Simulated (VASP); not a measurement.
Here is a VASP 6.6.1 calculation.

File POSCAR:

```
BaTiO3
1.0
    3.9306949470      0.0000000000      0.0000000000
    0.0000000000      2.7966223102      2.9421667925
    0.0000000000     -2.7966223102      2.9421667925
Ba Ti O
1 1 3
Direct
    0.0000000000      0.0044061013      0.0044061013
    0.5000000000      0.5135753574      0.5135753574
    0.0000000000      0.4947134011      0.4947134011
    0.5000000000      0.4954342955      0.9880908446
    0.5000000000      0.9880908446      0.4954342955
```

The input INCAR.step1:

```
  PREC = Accurate
  ENCUT = 520
  ISMEAR = 0
  SIGMA = 0.05
  LREAL = F
  LASPH = T
  NELM = 150
  LMAXMIX = 4
  LDAU = T
  LDAUTYPE = 2
  LDAUL = -1 2 -1
  LDAUU = 0 4 0
  LDAUJ = 0 0 0
  NBANDS = 28
  GGA = PE
  ALGO = Normal
  EDIFF = 1E-4
  LWAVE = T
  LCHARG = F
```

The input INCAR.step2:

```
  PREC = Accurate
  ENCUT = 520
  EDIFF = 1E-6
  ISMEAR = 0
  SIGMA = 0.05
  LREAL = F
  LASPH = T
  NELM = 150
  ALGO = Normal
  ISIF = 2
  LWAVE = F
  LCHARG = F
  LMAXMIX = 4
  LDAU = T
  LDAUTYPE = 2
  LDAUL = -1 2 -1
  LDAUU = 0 4 0
  LDAUJ = 0 0 0
  LDAUPRINT = 1
  METAGGA = R2SCAN
  LMIXTAU = T
  NBANDS = 28
  ISTART = 1
```

Contents of KPOINTS:

```
Automatic mesh
0
Gamma
  6 6 6
```

Potentials or basis: VASP PAW PBE potentials, release 64 (Ba_sv, Ti_sv, O).

Command:

```sh
$ cat potpaw_PBE.64/Ba_sv/POTCAR potpaw_PBE.64/Ti_sv/POTCAR potpaw_PBE.64/O/POTCAR > POTCAR
$ cp INCAR.step1 INCAR
$ mpirun -np 1 vasp_std > vasp.out
$ cp INCAR.step2 INCAR
$ mpirun -np 1 vasp_std > vasp.out
```

Task: What does it give for the band gap on the k mesh?

Result: 2.69 eV (least direct gap 2.93 eV).

Task: Estimate the pressure.

Result: 4.2 GPa.

Task: Predict the largest force.

Result: 0.281 eV/Å.

Stress tensor (GPa, compression positive):
```
 7.65  0.00  0.00
 0.00  8.86  0.00
 0.00  0.00 -3.81
```

Caveat: the stress differs along the axes, from -4 to 9 GPa; the PAW data sets were made with another functional, which shifts forces and pressure a little; spin-orbit coupling is left out, which moves the levels of the heavy elements. A k mesh can miss the band edges.
